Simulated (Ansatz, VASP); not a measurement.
One calculation of GaN, two programs

Contents of INCAR:

```
ALGO = Normal ; EDIFF = 1E-7
ENCUT = 520 ; GGA = PE
ISIF = 2 ; ISMEAR = -1
LASPH = True ; LCHARG = True
LELF = True ; LREAL = False
LVHAR = True ; LWAVE = False
NBANDS = 16 ; NELM = 60
PREC = Accurate ; SIGMA = 0.1
```

Contents of KPOINTS:

```
k-points
0
Gamma
  15 15 15
```

File POSCAR:

```
GaN
1.0
    0.0000000000      1.7486982478      1.7486982478
    1.7486982478      0.0000000000      1.7486982478
    1.7486982478      1.7486982478      0.0000000000
Ga N
1 1
Direct
    0.0000000000      0.0000000000      0.0000000000
    0.5000000000      0.5000000000      0.5000000000
```

Input for Ansatz:

```yaml
crystal:
  lattice:
    - [0.0, 1.7486982478, 1.7486982478]
    - [1.7486982478, 0.0, 1.7486982478]
    - [1.7486982478, 1.7486982478, 0.0]
  atoms:
    - { symbol: Ga, position: [0.0, 0.0, 0.0] }
    - { symbol: "N", position: [0.5, 0.5, 0.5] }
kpoints:
  mp_grid: { grid: [15, 15, 15] }
  band_path:
    path:
      - [0.0, 0.0, 0.0]
      - [0.5, 0.0, 0.5]
      - [0.625, 0.25, 0.625]
      - [0.375, 0.375, 0.75]
      - [0.0, 0.0, 0.0]
      - [0.5, 0.5, 0.5]
      - [0.5, 0.25, 0.75]
      - [0.5, 0.0, 0.5]
    npoints: 8
scf:
  occupations: { method: fermi_dirac, width: 0.1 }
hamiltonian:
  xc: pbe
  pseudopotentials: { kind: paw }
output:
  forces: true
  stress: true
  eigenvalues: true
  populations: true
  dos: { projected: true, de: 0.2, e_range: [-14, 8] }
```

Change from the starting cell: volume scaled by 0.55, PAW files.

Alike in both runs: task single point; functional PBE; k mesh 15 × 15 × 15; occupations fermi-dirac, width 0.1 eV; no spin polarisation.

|  | VASP | Ansatz |
| --- | --- | --- |
| version | VASP 6.6.1 | Ansatz 0.2.0 |
| potentials or method | VASP PAW PBE potentials, release 64 (Ga_d, N) | PAW with Ansatz's default frozen-core files, scalar-relativistic |
| plane-wave cutoff (eV) | 520 | 420 |
| valence electrons in the cell | 18 | 18 |

VASP gave:

```
gap on the k mesh at the Fermi level (eV) : 5.21
pressure (GPa)                            : 472.9
```

What did Ansatz give for the same quantities?

gap on the k mesh at the Fermi level (eV): 5.25; pressure (GPa): 470.1.

Both programs put the cell under a high pressure, so it lies far from rest at this level. With one functional, cell and mesh, what is left measures potentials, basis and numerics.

Noted on VASP's run: the cell as given lies far from equilibrium.
